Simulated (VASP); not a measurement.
Write the native input for VASP 6.6.1 that does the following.

- Task: single point
- Functional: LDA
- Potentials or basis: VASP PAW LDA potentials, release 64 (B, As)
- Cutoff: 520 eV
- k mesh: 13 × 13 × 13
- Occupations: fermi-dirac, width 0.05 eV
- Spin: no spin polarisation
- Dipole correction: no
- Further INCAR settings: ALGO = Normal; EDIFF = 1e-07; NBANDS = 11

The structure of BAs lies in POSCAR:

```
BAs
1.0
    0.0000000000      2.4353452264      2.4353452264
    2.4353452264      0.0000000000      2.4353452264
    2.4353452264      2.4353452264      0.0000000000
B As
1 1
Direct
    0.0000000000      0.0000000000      0.0000000000
    0.7500000000      0.7500000000      0.7500000000
```

This cell differs from its parent crystal: volume scaled by 1.06.

The input as run:

INCAR

```
  ALGO = Normal
  EDIFF = 1E-7
  ENCUT = 520
  ISIF = 2
  ISMEAR = -1
  LASPH = T
  LCHARG = F
  LREAL = F
  LWAVE = F
  NBANDS = 11
  NELM = 100
  PREC = Accurate
  SIGMA = 0.05
```

KPOINTS

```
k-points
0
Gamma
  13 13 13
```

Potentials or basis: VASP PAW LDA potentials, release 64 (B, As).

Launch:

```bash
$ cat potpaw_LDA.64/B/POTCAR potpaw_LDA.64/As/POTCAR > POTCAR
$ mpirun -np 1 vasp_std > vasp.out
```

Results of the run:

* Pressure: -10.0 GPa
* Band gap on the k mesh: 1.18 eV, indirect (least direct gap 3.18 eV)

Wall time 26 s on 1 thread of Intel Xeon 6975P-C, on a shared host, peak memory 0.16 GiB.
